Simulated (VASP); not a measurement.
# Al (P1) in VASP: single point with LDA

Aim: the single point of Al with LDA.

Program: VASP 6.6.1. These are calculated values, not measurements. Logs are shortened: lines on timing, memory, paths and dates and some standing lists are left out, and cuts for length are marked.

### Step 1. The cell of the first run

The typed cell holds 7 atoms: a = 5.512 Å, b = 5.512 Å, c = 5.512 Å, α = 109.47°, β = 109.47°, γ = 109.47°.

### Step 2. Single point, LDA

File INCAR:

```
SYSTEM = Al
PREC = Accurate ; ENCUT = 400
EDIFF = 1E-6 ; ISMEAR = 0
SIGMA = 0.1 ; LREAL = .False.
LASPH = .True. ; NELM = 120
ALGO = Normal ; ISIF = 2
LWAVE = .False. ; LCHARG = .False.
NBANDS = 20 ; GGA_COMPAT = .False.
```

File KPOINTS:

```
Automatic mesh
0
Gamma
  3 3 3
  0 0 0
```

File POSCAR:

```
Al
1.0
   -3.1824400000      3.1824400000      3.1824400000
    3.1824400000     -3.1824400000      3.1824400000
    3.1824400000      3.1824400000     -3.1824400000
Al
7
Direct
   -0.0001121781     -0.0001704667      0.2502725896
   -0.0725444942      0.4439354709     -0.0393790613
    0.0725287829      0.5560585588      0.5390513254
    0.5163742286      0.0725355388      0.0332914368
    0.4836326844     -0.0724261887      0.4665709330
    0.4438218788      0.5162480675     -0.0169382612
    0.5562989404      0.4838188623      0.5171310378
```

Potentials or basis: VASP PAW LDA potentials, release 64 (Al).

Started as:

```sh
cat potpaw_LDA.64/Al/POTCAR > POTCAR
mpirun -np 1 vasp_std > vasp.out
```

OUTCAR:

```text
SYSTEM = Al
   PREC = Accurate
   ENCUT = 400
   EDIFF = 1E-6
   ISMEAR = 0
   LREAL = .False.
   LASPH = .True.
   NELM = 120
   ISIF = 2

 ion  position               nearest neighbor table
   1  1.000  1.000  0.250-   5 2.76   2 2.76   6 2.76   3 2.76   4 2.76   7 2.76
   2  0.927  0.444  0.961-   5 2.69   6 2.69   7 2.74   4 2.75   1 2.76   3 2.80   6 2.86   5 2.86
                             3 2.88
   3  0.073  0.556  0.539-   7 2.69   4 2.69   5 2.75   6 2.75   1 2.76   2 2.80   7 2.86   4 2.86
                             2 2.88
   4  0.516  0.073  0.033-   6 2.69   3 2.69   2 2.75   7 2.75   1 2.76   5 2.80   3 2.86   6 2.86
                             5 2.88
   5  0.484  0.928  0.467-   2 2.69   7 2.69   6 2.75   3 2.75   1 2.76   4 2.80   7 2.86   2 2.86
                             4 2.88
   6  0.444  0.516  0.983-   4 2.69   2 2.69   5 2.75   3 2.75   1 2.76   7 2.80   2 2.86   4 2.86
                             7 2.88
   7  0.556  0.484  0.517-   3 2.69   5 2.69   2 2.74   4 2.75   1 2.76   6 2.80   3 2.86   5 2.86
                             6 2.88

  LATTYP: Found a body centered cubic cell.
 ALAT       =     6.3648800000

  Lattice vectors:

 A1 = (  -3.1824400000,   3.1824400000,   3.1824400000)
 A2 = (   3.1824400000,  -3.1824400000,   3.1824400000)
 A3 = (   3.1824400000,   3.1824400000,  -3.1824400000)

Analysis of symmetry for initial positions (statically):
=====================================================================
 Subroutine PRICEL returns:
 Original cell was already a primitive cell.

 Routine SETGRP: Setting up the symmetry group for a
 body centered cubic supercell.

 Subroutine GETGRP returns: Found  1 space group operations
 (whereof  1 operations were pure point group operations)
 out of a pool of 48 trial point group operations.

The static configuration has the point symmetry C_1 .

Analysis of symmetry for dynamics (positions and initial velocities):
=====================================================================
 Subroutine PRICEL returns:
 Original cell was already a primitive cell.

 Routine SETGRP: Setting up the symmetry group for a
 body centered cubic supercell.

 Subroutine GETGRP returns: Found  1 space group operations
 (whereof  1 operations were pure point group operations)
 out of a pool of 48 trial point group operations.

The dynamic configuration has the point symmetry C_1 .

 Subroutine INISYM returns: Found  1 space group operations
 (whereof  1 operations are pure point group operations),
 and found     1 'primitive' translations

----------------------------------------------------------------------------------------

                                     Primitive cell

  volume of cell :     128.9260

  direct lattice vectors                    reciprocal lattice vectors
    -3.182440000  3.182440000  3.182440000     0.000000000  0.157112153  0.157112153
     3.182440000 -3.182440000  3.182440000     0.157112153  0.000000000  0.157112153
     3.182440000  3.182440000 -3.182440000     0.157112153  0.157112153  0.000000000

  length of vectors
     5.512147772  5.512147772  5.512147772     0.222190138  0.222190138  0.222190138

  position of ions in fractional coordinates (direct lattice)
     0.999887822  0.999829533  0.250272590
     0.927455506  0.443935471  0.960620939
     0.072528783  0.556058559  0.539051325
     0.516374229  0.072535539  0.033291437
     0.483632684  0.927573811  0.466570933
     0.443821879  0.516248068  0.983061739
     0.556298940  0.483818862  0.517131038

  ion indices of the primitive-cell ions
   primitive index   ion index
                 1           1
                 2           2
                 3           3
                 4           4
                 5           5
                 6           6
                 7           7

----------------------------------------------------------------------------------------

 KPOINTS: Automatic mesh

Automatic generation of k-mesh.
 Grid dimensions read from file:
 generate k-points for:    3    3    3

 Generating k-lattice:

  Cartesian coordinates                     Fractional coordinates (reciprocal lattice)
     0.000000000  0.052370718  0.052370718     0.333333333  0.000000000  0.000000000
     0.052370718  0.000000000  0.052370718     0.000000000  0.333333333  0.000000000
     0.052370718  0.052370718  0.000000000     0.000000000  0.000000000  0.333333333

  Length of vectors
     0.074063379  0.074063379  0.074063379

  Shift w.r.t. Gamma in fractional coordinates (k-lattice)
     0.000000000  0.000000000  0.000000000

 Subroutine IBZKPT returns following result:
 ===========================================

 Found     14 irreducible k-points:

 Following reciprocal coordinates:
            Coordinates               Weight
  0.000000  0.000000  0.000000      1.000000
  0.333333  0.000000  0.000000      2.000000
  0.000000  0.333333  0.000000      2.000000
  0.000000  0.000000  0.333333      2.000000
  0.333333  0.000000 -0.333333      2.000000
  0.333333 -0.333333  0.000000      2.000000
  0.000000  0.333333 -0.333333      2.000000
  0.333333  0.333333  0.000000      2.000000
  0.000000  0.333333  0.333333      2.000000
  0.333333  0.000000  0.333333      2.000000
 -0.333333 -0.333333 -0.333333      2.000000
 -0.333333  0.333333  0.333333      2.000000
  0.333333 -0.333333  0.333333      2.000000
  0.333333  0.333333 -0.333333      2.000000
   k-points           NKPTS =     14   k-points in BZ     NKDIM =     14   number of bands    NBANDS=     20
   number of dos      NEDOS =    301   number of ions     NIONS =      7
   total plane-waves  NPLWV =  46656
   dimension x,y,z NGX =    36 NGY =   36 NGZ =   36
   dimension x,y,z NGXF=    72 NGYF=   72 NGZF=   72
   ions per type =               7
   NGX,Y,Z   is equivalent  to a cutoff of  10.86, 10.86, 10.86 a.u.
   NGXF,Y,Z  is equivalent  to a cutoff of  21.72, 21.72, 21.72 a.u.
 SYSTEM =  Al
   PREC   = accura    normal or accurate (medium, high low for compatibility)
   ISTART =      0    job   : 0-new  1-cont  2-samecut
   ICHARG =      2    charge: 1-file 2-atom 10-const
   ISPIN  =      1    spin polarized calculation?
   LNONCOLLINEAR =      F non collinear calculations
   LSORBIT =      F    spin-orbit coupling
   LASPH  =      T    aspherical Exc in radial PAW
   ENCUT  =  400.0 eV  29.40 Ry    5.42 a.u.   8.99  8.99  8.99*2*pi/ulx,y,z
   NELM   =    120;   NELMIN=  2; NELMDL= -5     # of ELM steps
   EDIFF  = 0.1E-05   stopping-criterion for ELM
   LREAL  =      F    real-space projection
   EDIFFG = 0.1E-04   stopping-criterion for IOM
   NSW    =      0    number of steps for IOM
   IBRION =     -1    ionic relax: 0-MD 1-quasi-New 2-CG
   NFREE  =      0    steps in history (QN), initial steepest desc. (CG)
   ISIF   =      2    stress and relaxation
   ISYM   =      2    0-nonsym 1-usesym 2-fastsym
   POTIM  = 0.5000    time-step for ionic-motion
   TEBEG  =    0.0;   TEEND  =   0.0 temperature during run
   PSTRESS=    0.0 pullay stress
   NELECT =      21.0000    total number of electrons
   NUPDOWN=      -1.0000    fix difference up-down
   EMIN   =  10.00;   EMAX   =-10.00  energy-range for DOS
   EFERMI =   0.00;   METHOD = LEGACY
   ISMEAR =     0;   SIGMA  =   0.10  broadening in eV -4-tet -1-fermi 0-gaus
   EFERMI_NEDOS =   21; number of points for ismear=-14 and -15
   IALGO  =     38    algorithm
   IMIX   =      4    mixing-type and parameters
     AMIX     =   0.40;   BMIX     =  1.00
     AMIX_MAG =   1.60;   BMIX_MAG =  1.00
  volume/ion in A,a.u.               =      18.42       124.29
  Fermi-wavevector in a.u.,A,eV,Ry     =   0.894062  1.689532 10.875778  0.799347
  Thomas-Fermi vector in A             =   2.016219
   LORBIT       =      0    0 simple, 1 ext, 2 COOP (PROOUT), +10 PAW based schemes
   GGA     = CA    functional components
   LHFCALC =     F    Hartree Fock is set to
   AEXX    =    0.0000 exact exchange contribution
   IVDW    =     0    specifies the selected vdW correction
   LEPSILON=     F    determine dielectric tensor
   LRPA    =     F    only Hartree local field effects (RPA)
 non-spin polarized calculation
 Gauss-broadening in eV      SIGMA  =   0.10
  energy-cutoff  :      400.00
  volume of cell :      128.93
 maximum number of plane-waves:      2354
   NGX = 17   NGY = 17   NGZ = 17

 number of electron      21.0000000 magnetization

 Free energy of the ion-electron system (eV)
  ---------------------------------------------------
  ext. energy  EPLUGINS =         0.00000000
  ---------------------------------------------------
  free energy    TOTEN  =       -27.89043585 eV

  energy without entropy =      -27.87994917  energy(sigma->0) =      -27.88519251

 E-fermi :   6.3769     XC(G=0):  -9.8420

 val. band max:        6.3281464148   @ k =   0.0000   0.3333  -0.3333
 cond. band min:       6.6423883574   @ k =   0.0000   0.0000   0.3333
 fundamental gap:      0.3142419426
 Fermi energy:         6.3768652115

 k-point     1 :       0.0000    0.0000    0.0000
  band No.  band energies     occupation
      1      -3.9455      2.00000
      2       2.1739      2.00000
      3       2.5988      2.00000
      4       2.5999      2.00000
      5       2.6877      2.00000
      6       2.6894      2.00000
[... 12 lines left out ...]
     19      11.7953      0.00000
     20      15.0994      0.00000

 k-point     2 :       0.3333    0.0000    0.0000
  band No.  band energies     occupation
      1      -3.1846      2.00000
      2      -0.8017      2.00000
      3       1.1217      2.00000
      4       1.4706      2.00000
      5       1.8954      2.00000
      6       2.2360      2.00000
[... 12 lines left out ...]
     19      11.1040      0.00000
     20      11.2931      0.00000
[... 235 lines left out ...]
      3      -0.1870      2.00000
      4       0.0384      2.00000
      5       0.8549      2.00000
      6       2.8567      2.00000
[... 12 lines left out ...]
     19      11.3442      0.00000
     20      11.6990      0.00000

 k-point    14 :       0.3333    0.3333   -0.3333
  band No.  band energies     occupation
      1      -2.4190      2.00000
      2      -0.4621      2.00000
      3      -0.1867      2.00000
      4       0.0383      2.00000
      5       0.8543      2.00000
      6       2.8568      2.00000
[... 12 lines left out ...]
     19      11.3445      0.00000
     20      11.6982      0.00000

------------------------ aborting loop because EDIFF is reached ----------------------------------------

  FORCE on cell =-STRESS in cart. coord.  units (eV):
  Direction    XX          YY          ZZ          XY          YZ          ZX
  --------------------------------------------------------------------------------------
  -------------------------------------------------------------------------------------
  Total       -1.1271113     -1.1247591     -1.1281305     -0.5782093      0.5717919      0.5750411
  in kB      -14.0067282    -13.9774975    -14.0193949     -7.1854664      7.1057177      7.1460956
  external PRESSURE =     -14.0012069 kB  Pullay stress =       0.0000000 kB

 VOLUME and BASIS-vectors are now :
 -----------------------------------------------------------------------------
  energy-cutoff  :      400.00
  volume of cell :      128.93
      direct lattice vectors                 reciprocal lattice vectors
    -3.182440000  3.182440000  3.182440000     0.000000000  0.157112153  0.157112153
     3.182440000 -3.182440000  3.182440000     0.157112153  0.000000000  0.157112153
     3.182440000  3.182440000 -3.182440000     0.157112153  0.157112153  0.000000000

 POSITION                                       TOTAL-FORCE (eV/Angst)
 -----------------------------------------------------------------------------------
      0.79629      0.79666      5.56750         0.002505      0.000443      0.002653
      1.51835      4.59589      1.30725        -0.000998      0.002903     -0.002022
      3.25430      0.17669      0.28494         0.001840     -0.000663      0.001555
     -1.30654      1.51844      1.76822        -0.000773     -0.000668     -0.000341
      2.89765      0.07202      3.00625        -0.001102      0.002784     -0.000591
      3.35903      2.89804     -0.07317        -0.000189     -0.002580     -0.001294
      1.41508      1.87640      1.66437        -0.001282     -0.002220      0.000040
 -----------------------------------------------------------------------------------
    total drift:                                0.000000      0.000003     -0.000002

  FREE ENERGIE OF THE ION-ELECTRON SYSTEM (eV)
  ---------------------------------------------------
  free  energy   TOTEN  =       -27.8904358544 eV

  energy  without entropy=      -27.8799491687  energy(sigma->0) =      -27.88519251
```

It took 16 s on 1 thread of Intel Xeon Platinum 8259CL at 2.50GHz (Skylake/Cascade Lake), shared host; peak memory 0.17 GiB.

What came out:

* Free energy: -27.8904 eV
* Pressure: -1.4 GPa
* Largest force: 0.004 eV/Å
* Band gap on the k mesh: zero (an odd number of electrons rules out a gap without spin polarisation)

Forces in eV/Å, atoms in the order of the input:
```
Al   0.003  0.000  0.003
Al  -0.001  0.003 -0.002
Al   0.002 -0.001  0.002
Al  -0.001 -0.001  0.000
Al  -0.001  0.003 -0.001
Al   0.000 -0.003 -0.001
Al  -0.001 -0.002  0.000
```

Levels at points of the mesh, in eV from the Fermi level:
```csv
k point,band 8,band 9,band 10,band 11,band 12,band 13
"(0.00, 0.00, 0.00)",-3.29,-3.29,-2.61,-2.60,-1.45,-0.71
```

Caveat: the k points lie up to 0.47 Å⁻¹ apart, too coarse for converged energies and pressures of a metal.

The gap in the log of VASP goes by the Fermi energy; the results here count the filled bands.